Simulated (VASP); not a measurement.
Crystal: Be3C2.

```
Be C
1.0
     2.30429    1.33038    4.19415
    -2.30429    1.33038    4.19415
     0.00000   -2.66076    4.19415
Be C
6 4
Direct
  0.05625 0.44375 0.75000
  0.75000 0.05625 0.44375
  0.44375 0.75000 0.05625
  0.94375 0.55625 0.25000
  0.25000 0.94375 0.55625
  0.55625 0.25000 0.94375
  0.85218 0.85218 0.85218
  0.64782 0.64782 0.64782
  0.14782 0.14782 0.14782
  0.35218 0.35218 0.35218
```

```yaml
Program: VASP 6.6.1
Task: relaxation of cell and atoms
Functional: PBE
Potentials_or_basis: VASP PAW PBE potentials, release 64 (Be, C)
Cutoff: 600 eV
k_mesh: 6 × 6 × 6
Occupations: gaussian, width 0.1 eV
Spin: no spin polarisation
```

At the start: pressure 1.1 GPa; volume 7.71 Å³/atom.

Task: Where does the relaxation end?

Result: Over 22 steps the energy falls by 365.1 meV/atom and the volume is 7.10 Å³/atom (-7.9 %); space group R-3c (No. 167, to 0.1 Å) before and after.

The path:
| step | energy change (eV) | largest force (eV/Å) | pressure (GPa) | volume (Å³) |
| --- | --- | --- | --- | --- |
| 1 | 0.0000 | 0.4755 | 1.10 | 77.15 |
| 2 | -0.2019 | 0.2640 | -0.74 | 77.71 |
| 3 | -0.7765 | 0.8572 | -5.27 | 79.15 |
| 4 | -0.5743 | 2.2580 | -7.10 | 80.73 |
| 5 | -0.8980 | 1.4799 | -6.55 | 79.90 |
| 6 | -0.9542 | 1.5145 | -6.77 | 79.90 |
| 7 | -1.1051 | 1.6151 | -7.42 | 79.85 |
| 8 | -1.2779 | 1.7483 | -8.31 | 79.58 |
| 9 | -1.4352 | 1.6761 | -8.04 | 78.98 |
| 10 | -1.8644 | 1.4536 | -6.95 | 77.19 |
| 11 | -2.5211 | 0.9812 | -3.79 | 73.63 |
| 12 | -2.8068 | 1.3304 | 8.18 | 66.67 |
| 13 | -2.8898 | 1.1573 | 3.26 | 68.90 |
| 14 | -3.0684 | 1.0602 | 2.10 | 69.26 |
| 15 | -3.4305 | 0.3050 | -0.81 | 70.34 |
| 16 | -3.4408 | 0.4600 | -1.38 | 70.87 |
| 17 | -3.4553 | 0.1173 | -1.19 | 70.62 |
| 18 | -3.5849 | 0.0775 | 0.51 | 70.33 |
| 19 | -3.6394 | 0.0509 | 3.10 | 69.84 |
| 20 | -3.6467 | 0.1368 | -1.53 | 71.52 |
| 21 | -3.6504 | 0.0709 | 0.13 | 70.89 |
| 22 | -3.6509 | 0.0222 | -0.11 | 71.04 |

Final structure:
```
Be C
1.0
     2.48911    1.43709    3.30984
    -2.48911    1.43709    3.30984
     0.00000   -2.87418    3.30984
Be C
6 4
Direct
  0.07856 0.42144 0.75000
  0.75000 0.07856 0.42144
  0.42144 0.75000 0.07856
  0.92144 0.57856 0.25000
  0.25000 0.92144 0.57856
  0.57856 0.25000 0.92144
  0.83489 0.83489 0.83489
  0.66511 0.66511 0.66511
  0.16511 0.16511 0.16511
  0.33489 0.33489 0.33489
```
